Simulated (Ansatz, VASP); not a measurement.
## LiCl in VASP and in Ansatz

File INCAR:

```
PREC = Accurate
ENCUT = 520
EDIFF = 1E-6
ISMEAR = -1
SIGMA = 0.02
LREAL = F
LASPH = T
NELM = 80
ALGO = Normal
ISIF = 2
LWAVE = F
LCHARG = T
GGA = PE
LELF = T
LVHAR = T
NBANDS = 12
```

The input KPOINTS:

```
Automatic mesh
0
Gamma
  8 8 8
```

The input POSCAR:

```
LiCl
1.0
    0.0000000000      2.7330437090      2.7330437090
    2.7330437090      0.0000000000      2.7330437090
    2.7330437090      2.7330437090      0.0000000000
Li Cl
1 1
Direct
    0.0000000000      0.0000000000      0.0000000000
    0.2500000000      0.2500000000      0.2500000000
```

Input for Ansatz:

```yaml
crystal:
  lattice:
    - [0.0, 2.733043709, 2.733043709]
    - [2.733043709, 0.0, 2.733043709]
    - [2.733043709, 2.733043709, 0.0]
  atoms:
    - { symbol: Li, position: [0.0, 0.0, 0.0] }
    - { symbol: Cl, position: [0.25, 0.25, 0.25] }
kpoints:
  mp_grid: { grid: [8, 8, 8] }
  band_path:
    path:
      - [[0.0, 0.0, 0.0], [-0.5, -0.5, -6.991342677939e-34], [-0.375, -0.375, 0.25]]
      - [[-0.375, -3.189112372391e-17, 0.375], [0.0, 0.0, 0.0], [-5.163351069119e-18, -5.163351069119e-18, 0.5], [-0.5, -0.25, 0.25], [-0.5, -0.5, -6.991342677939e-34]]
    npoints: 10
hamiltonian:
  xc: pbe
scf:
  occupations: { method: fermi_dirac, width: 0.02 }
  n_extra_bands: 4
output:
  forces: true
  stress: true
  eigenvalues: true
```

Alike in both runs: task single point; functional PBE; k mesh 8 × 8 × 8; occupations fermi-dirac, width 0.02 eV; no spin polarisation.

```csv
,VASP,Ansatz
version,VASP 6.6.1,Ansatz 0.2.0
potentials or method,"VASP PAW PBE potentials, release 64 (Li_sv, Cl)","plane waves, PAW"
plane-wave cutoff (eV),520,420
valence electrons in the cell,10,10
```

Ansatz gave:

| Quantity | Value |
| --- | --- |
| gap on the k mesh at the Fermi level (eV) | 6.05 |

Q: What did VASP give for the same quantities?

A: gap on the k mesh at the Fermi level (eV): 6.06.

Noted on VASP's run: the cutoff is under 1.25 times that of the potentials, so the pressure is a little rough.
